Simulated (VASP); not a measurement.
Runs of VASP 6.6.1 on BiTe. The structure is that of space group R-3m (No. 166), or close to it. The cells are those of the table. 

| level | cell | cutoff (eV) | grid for exact exchange (PRECFOCK) | share of exact exchange | screening parameter | gap on the mesh (eV) | pressure (GPa) |
| --- | --- | --- | --- | --- | --- | --- | --- |
| PBE-based screened hybrid with 10 % exact exchange | a = 4.339 Å, angles 67.9°, 2 atoms | 520 | Normal | 0.1 | 0.20787 1/Å | none | (a) |
| PBE | a = 4.339 Å, angles 67.9°, 2 atoms | 520 | - | - | - | none | (b) |
| PBE-based screened hybrid with 25 % exact exchange | a = 4.339 Å, angles 67.9°, 2 atoms | 520 | Normal | 0.25 | 0.2 1/Å | none | -2.0 |
| HF | a = 4.421 Å, angles 66.8°, 2 atoms | 520 | Normal | 1 | - | none | -2.4 |
| HF | a = 4.339 Å, angles 67.9°, 2 atoms | 400 | Normal | 1 | - | none | -0.7 |
| PBE-based screened hybrid with 15 % exact exchange | a = 4.339 Å, angles 67.9°, 2 atoms | 520 | Normal | 0.15 | 0.20787 1/Å | none | -1.2 |
| PBE-based screened hybrid with 25 % exact exchange | a = 4.339 Å, angles 67.9°, 2 atoms | 400 | Normal | 0.25 | 0.3 1/Å | none | -1.8 |

Alike in all rows: task single point; potentials or basis VASP PAW PBE potentials, release 64 (Bi_d, Te); no spin polarisation; k mesh 4 × 4 × 4; smearing fermi-dirac 0.05 eV.

Question: Estimate the missing entries.

Answer: (a) -0.8; (b) 0.0.

Caveats: all runs use coarse meshes; spin-orbit coupling is left out, which moves the levels of the heavy elements; an odd number of electrons without spin polarisation forces a metal; a magnetic or distorted state may lie lower; the PAW data sets were made with another functional, which shifts forces and pressure a little (at least some runs).

A k mesh can miss the band edges, and the runs leave out spin-orbit coupling on Bi, Te.

A gap of «none» marks levels without a gap at the run's occupations.
